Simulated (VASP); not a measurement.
# CoSi (P2_12_12_1) in VASP: single point with PBE

Aim: the single point of CoSi with PBE.

Everything below comes from runs of VASP 6.6.1. Logs are shortened: lines on timing, memory, paths and dates and some standing lists are left out, and cuts for length are marked.

## Step 1: The cell of the first run

It takes space group P2_12_12_1 (No. 19, orthorhombic). Conventional cell: a = 4.298 Å, b = 4.298 Å, c = 4.564 Å, α = 90.00°, β = 90.00°, γ = 90.00°. Co (site symmetry 1) has 7 Si at 2.27 to 2.49 Å and 6 Co at 2.66 to 2.75 Å within 3.0 Å. Within 3.0 Å of Si (site symmetry 1) lie 7 Co at 2.27 to 2.49 Å and 6 Si at 2.68 to 2.77 Å.

## Step 2: Single point, PBE (strain -0.030 along x and y, +0.030 along z)

Contents of INCAR:

```
  ALGO = Fast
  EDIFF = 1E-6
  ENCUT = 520
  GGA = PE
  ISIF = 2
  ISMEAR = 0
  LASPH = True
  LCHARG = False
  LREAL = False
  LWAVE = False
  NBANDS = 36
  NELM = 60
  PREC = Accurate
  SIGMA = 0.15
```

Contents of KPOINTS:

```
k-points
0
Gamma
  10 10 10
```

Contents of POSCAR:

```
CoSi
1.0
    4.2979235955      0.0000000000      0.0000000000
    0.0000000000      4.2979235955      0.0000000000
    0.0000000000      0.0000000000      4.5637745395
Co Si
4 4
Direct
    0.1450189122      0.1450189122      0.1450189122
    0.3549810878      0.8549810878      0.6450189122
    0.6450189122      0.3549810878      0.8549810878
    0.8549810878      0.6450189122      0.3549810878
    0.8431597104      0.8431597104      0.8431597104
    0.6568402896      0.1568402896      0.3431597104
    0.3431597104      0.6568402896      0.1568402896
    0.1568402896      0.3431597104      0.6568402896
```

Potentials or basis: VASP PAW PBE potentials, release 64 (Co, Si).

Launch:

```
$ cat potpaw_PBE.64/Co/POTCAR potpaw_PBE.64/Si/POTCAR > POTCAR
$ mpirun -np 1 vasp_std > vasp.out
```

OUTCAR:

```text
EDIFF = 1E-6
   ENCUT = 520
   GGA = PE
   ISIF = 2
   ISMEAR = 0
   LASPH = True
   LREAL = False
   NELM = 60
   PREC = Accurate

 ion  position               nearest neighbor table
   1  0.145  0.145  0.145-   7 2.27   6 2.29   5 2.29   7 2.36   6 2.38   8 2.39   8 2.49   4 2.66
                             4 2.66   3 2.68   3 2.68   2 2.75   2 2.75
   2  0.355  0.855  0.645-   8 2.27   5 2.29   6 2.29   8 2.36   5 2.38   7 2.39   7 2.49   3 2.66
                             3 2.66   4 2.68   4 2.68   1 2.75   1 2.75
   3  0.645  0.355  0.855-   5 2.27   8 2.29   7 2.29   5 2.36   8 2.38   6 2.39   6 2.49   2 2.66
                             2 2.66   1 2.68   1 2.68   4 2.75   4 2.75
   4  0.855  0.645  0.355-   6 2.27   7 2.29   8 2.29   6 2.36   7 2.38   5 2.39   5 2.49   1 2.66
                             1 2.66   2 2.68   2 2.68   3 2.75   3 2.75
   5  0.843  0.843  0.843-   3 2.27   2 2.29   1 2.29   3 2.36   2 2.38   4 2.39   4 2.49   8 2.68
                             8 2.68   7 2.70   7 2.70   6 2.77   6 2.77
   6  0.657  0.157  0.343-   4 2.27   1 2.29   2 2.29   4 2.36   1 2.38   3 2.39   3 2.49   7 2.68
                             7 2.68   8 2.70   8 2.70   5 2.77   5 2.77
   7  0.343  0.657  0.157-   1 2.27   4 2.29   3 2.29   1 2.36   4 2.38   2 2.39   2 2.49   6 2.68
                             6 2.68   5 2.70   5 2.70   8 2.77   8 2.77
   8  0.157  0.343  0.657-   2 2.27   3 2.29   4 2.29   2 2.36   3 2.38   1 2.39   1 2.49   5 2.68
                             5 2.68   6 2.70   6 2.70   7 2.77   7 2.77

  LATTYP: Found a simple tetragonal cell.
 ALAT       =     4.2979235955
 C/A-ratio  =     1.0618556701

  Lattice vectors:

 A1 = (   4.2979235955,   0.0000000000,   0.0000000000)
 A2 = (   0.0000000000,   4.2979235955,   0.0000000000)
 A3 = (   0.0000000000,   0.0000000000,   4.5637745395)

Analysis of symmetry for initial positions (statically):
=====================================================================
 Subroutine PRICEL returns:
 Original cell was already a primitive cell.

 Routine SETGRP: Setting up the symmetry group for a
 simple tetragonal supercell.

 Subroutine GETGRP returns: Found  4 space group operations
 (whereof  1 operations were pure point group operations)
 out of a pool of 16 trial point group operations.

The static configuration has the point symmetry C_1 .
 The point group associated with its full space group is D_2 .

Analysis of symmetry for dynamics (positions and initial velocities):
=====================================================================
 Subroutine PRICEL returns:
 Original cell was already a primitive cell.

 Routine SETGRP: Setting up the symmetry group for a
 simple tetragonal supercell.

 Subroutine GETGRP returns: Found  4 space group operations
 (whereof  1 operations were pure point group operations)
 out of a pool of 16 trial point group operations.

[... 126 lines left out ...]
   EMIN   =  10.00;   EMAX   =-10.00  energy-range for DOS
   EFERMI =   0.00;   METHOD = LEGACY
   ISMEAR =     0;   SIGMA  =   0.15  broadening in eV -4-tet -1-fermi 0-gaus
   EFERMI_NEDOS =   21; number of points for ismear=-14 and -15
   IALGO  =     68    algorithm
   IMIX   =      4    mixing-type and parameters
     AMIX     =   0.40;   BMIX     =  1.00
     AMIX_MAG =   1.60;   BMIX_MAG =  1.00
  volume/ion in A,a.u.               =      10.54        71.11
  Fermi-wavevector in a.u.,A,eV,Ry     =   1.393570  2.633465 26.423018  1.942037
  Thomas-Fermi vector in A             =   2.517203
   LORBIT       =      0    0 simple, 1 ext, 2 COOP (PROOUT), +10 PAW based schemes
   GGA     = PE    functional components
   LHFCALC =     F    Hartree Fock is set to
   AEXX    =    0.0000 exact exchange contribution
   IVDW    =     0    specifies the selected vdW correction
   LEPSILON=     F    determine dielectric tensor
   LRPA    =     F    only Hartree local field effects (RPA)
 non-spin polarized calculation
 RMM-DIIS sequential band-by-band and
 Gauss-broadening in eV      SIGMA  =   0.15
  energy-cutoff  :      520.00
  volume of cell :       84.30
 maximum number of plane-waves:      2308
   NGX = 15   NGY = 15   NGZ = 17

 number of electron      52.0000003 magnetization

 Free energy of the ion-electron system (eV)
  ---------------------------------------------------
  ext. energy  EPLUGINS =         0.00000000
  ---------------------------------------------------
  free energy    TOTEN  =       -54.54185846 eV

  energy without entropy =      -54.52497077  energy(sigma->0) =      -54.53341461

 E-fermi :  12.6278     XC(G=0): -13.0241

 val. band max:       12.6224374624   @ k =  -0.4000   0.5000   0.4000
 cond. band min:      12.6380612825   @ k =   0.5000   0.4000   0.4000
 fundamental gap:      0.0156238201
 Fermi energy:        12.6278180059

 k-point     1 :       0.0000    0.0000    0.0000
  band No.  band energies     occupation
      1      -1.3390      2.00000
      2       4.0050      2.00000
      3       4.1942      2.00000
      4       4.5432      2.00000
      5       6.8507      2.00000
      6       7.0070      2.00000
[... 925 lines left out ...]
     35      17.3393      0.00000
     36      19.3319      0.00000

 [... further k-points ...]

------------------------ aborting loop because EDIFF is reached ----------------------------------------

  FORCE on cell =-STRESS in cart. coord.  units (eV):
  Direction    XX          YY          ZZ          XY          YZ          ZX
  --------------------------------------------------------------------------------------
  -------------------------------------------------------------------------------------
  Total        6.6750408      6.9493073     -0.7158010      0.0000000      0.0000000      0.0000000
  in kB      126.8594860    132.0719334    -13.6038336      0.0000000      0.0000000      0.0000000
  external PRESSURE =      81.7758619 kB  Pullay stress =       0.0000000 kB

 VOLUME and BASIS-vectors are now :
 -----------------------------------------------------------------------------
  energy-cutoff  :      520.00
  volume of cell :       84.30
      direct lattice vectors                 reciprocal lattice vectors
     4.297923596  0.000000000  0.000000000     0.232670493  0.000000000  0.000000000
     0.000000000  4.297923596  0.000000000     0.000000000  0.232670493  0.000000000
     0.000000000  0.000000000  4.563774539     0.000000000  0.000000000  0.219116872

 POSITION                                       TOTAL-FORCE (eV/Angst)
 -----------------------------------------------------------------------------------
      0.62328      0.62328      0.66183         0.078234      0.061437     -0.058348
      1.52568      3.67464      2.94372        -0.078234     -0.061437     -0.058348
      2.77224      1.52568      3.90194         0.078234     -0.061437      0.058348
      3.67464      2.77224      1.62005        -0.078234      0.061437      0.058348
      3.62384      3.62384      3.84799         0.134424      0.071025     -0.044036
      2.82305      0.67409      1.56610        -0.134424     -0.071025     -0.044036
      1.47487      2.82305      0.71578         0.134424     -0.071025      0.044036
      0.67409      1.47487      2.99767        -0.134424      0.071025      0.044036
 -----------------------------------------------------------------------------------
    total drift:                               -0.000000      0.000000     -0.000000

  FREE ENERGIE OF THE ION-ELECTRON SYSTEM (eV)
  ---------------------------------------------------
  free  energy   TOTEN  =       -54.5418584552 eV

  energy  without entropy=      -54.5249707733  energy(sigma->0) =      -54.53341461
```

OSZICAR:

```text
N       E                     dE             d eps       ncg     rms          rms(c)
DAV:   1     0.357914991447E+03    0.35791E+03   -0.22059E+04 15552   0.167E+03
DAV:   2    -0.303406055157E+02   -0.38826E+03   -0.37057E+03 15552   0.365E+02
DAV:   3    -0.592830184418E+02   -0.28942E+02   -0.27633E+02 16912   0.120E+02
[... 12 lines left out ...]
RMM:  16    -0.545420317070E+02    0.29661E-03   -0.23063E-04 17918   0.115E-01    0.136E-01
RMM:  17    -0.545418908014E+02    0.14091E-03   -0.33349E-04 19442   0.793E-02    0.674E-02
RMM:  18    -0.545418558259E+02    0.34975E-04   -0.11773E-04 17821   0.533E-02    0.191E-02
RMM:  19    -0.545418581166E+02   -0.22906E-05   -0.43090E-05 20717   0.258E-02    0.120E-02
RMM:  20    -0.545418584552E+02   -0.33860E-06   -0.20284E-06 11028   0.998E-03
   1 F= -.54541858E+02 E0= -.54533415E+02  d E =-.168877E-01
```

stdout:

```text
POSCAR found type information on POSCAR CoSi
 POSCAR found :  2 types and       8 ions
 scaLAPACK will be used
 LDA part: xc-table for (Slater+PW92), standard interpolation
 POSCAR, INCAR and KPOINTS ok, starting setup
 FFT: planning ... GRIDC
 FFT: planning ... GRID_SOFT
 FFT: planning ... GRID
 WAVECAR not read
 entering main loop
```

It took 24 min on 1 thread of Oxide Virtual Turin-like, shared host; peak memory 0.53 GiB.

Results:

* Free energy: -54.5419 eV
* Pressure: 8.2 GPa
* Largest force: 0.158 eV/Å
* Band gap on the k mesh: zero (bands 26 and 27 overlap by 0.24 eV)

Forces in eV/Å, atoms in the order of the input:
```
Co   0.078  0.061 -0.058
Co  -0.078 -0.061 -0.058
Co   0.078 -0.061  0.058
Co  -0.078  0.061  0.058
Si   0.134  0.071 -0.044
Si  -0.134 -0.071 -0.044
Si   0.134 -0.071  0.044
Si  -0.134  0.071  0.044
```

Caveat: the cell differs from its parent crystal (strain -0.030 along x and y, +0.030 along z); the stress differs along the axes, from -1 to 13 GPa. Spin polarisation is off, so any magnetic state and its effect on volume and gap are missing.
